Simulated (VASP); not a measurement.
Input of a VASP 6.6.1 run:

INCAR

```
PREC = Accurate
ENCUT = 520
EDIFF = 1E-8
ISMEAR = 1
SIGMA = 0.01
LREAL = Auto
LASPH = T
NELM = 80
ALGO = Normal
ISIF = 2
LWAVE = F
LCHARG = F
GGA = PE
LEFG = T
NBANDS = 95
```

Contents of KPOINTS:

```
regular mesh
0
Gamma
  3 3 3
```

The input POSCAR:

```
Ba4HfTi3O12
1.0
   -4.0060000000      4.0060000000      4.0060000000
    4.0060000000     -4.0060000000      4.0060000000
    4.0060000000      4.0060000000     -4.0060000000
Ba Hf Ti O
4 1 3 12
Direct
    0.5000000000      0.5000000000      0.5000000000
    0.0000000000      0.0000000000      0.5000000000
    0.0000000000      0.5000000000      0.0000000000
    0.5000000000      0.0000000000      0.0000000000
    0.0000000000      0.0000000000      0.0000000000
    0.5000000000      0.5000000000      0.0000000000
    0.5000000000      0.0000000000      0.5000000000
    0.0000000000      0.5000000000      0.5000000000
    0.0000000000      0.2500000000      0.2500000000
    0.5000000000      0.7500000000      0.2500000000
    0.5000000000      0.2500000000      0.7500000000
    0.0000000000      0.7500000000      0.7500000000
    0.2500000000      0.0000000000      0.2500000000
    0.7500000000      0.5000000000      0.2500000000
    0.7500000000      0.0000000000      0.7500000000
    0.2500000000      0.5000000000      0.7500000000
    0.2500000000      0.2500000000      0.0000000000
    0.7500000000      0.7500000000      0.0000000000
    0.7500000000      0.2500000000      0.5000000000
    0.2500000000      0.7500000000      0.5000000000
```

Potentials or basis: VASP PAW PBE potentials, release 64 (Ba_sv, Hf_pv, Ti_sv, O).

Run with:

```console
$ cat potpaw_PBE.64/Ba_sv/POTCAR potpaw_PBE.64/Hf_pv/POTCAR potpaw_PBE.64/Ti_sv/POTCAR potpaw_PBE.64/O/POTCAR > POTCAR
$ mpirun -np 1 vasp_std > vasp.out
```

Estimate the band gap on the k mesh.

2.01 eV.

Estimate the largest force.

2.102 eV/Å.

Predict the pressure.

10.2 GPa.

Electric field gradients, principal values (V/Å²):
```
atom    least   middle  greatest (by size)
1 Ba   -3.324   -3.324               6.648
2 Ba   -3.324   -3.324               6.649
3 Ba   -3.324   -3.324               6.649
4 Ba   -3.324   -3.324               6.649
5 Hf    0.000    0.000              -0.001
6 Ti    4.089    4.091              -8.180
7 Ti    4.089    4.091              -8.180
8 Ti    4.089    4.091              -8.180
 9 O   -2.079   -2.084               4.163
10 O  -12.176  -12.180              24.356
11 O  -12.176  -12.180              24.356
12 O   -2.079   -2.084               4.163
13 O   -2.079   -2.084               4.163
14 O  -12.176  -12.180              24.356
15 O   -2.079   -2.084               4.163
16 O  -12.176  -12.180              24.356
17 O   -2.079   -2.084               4.163
18 O   -2.079   -2.084               4.163
19 O  -12.176  -12.180              24.356
20 O  -12.176  -12.180              24.356
```

Caveat: without QUAD_EFG the Cq values of the log hold for a quadrupole moment of 1 mb, not for the nuclei; spin-orbit coupling is left out, which moves the levels of the heavy elements.
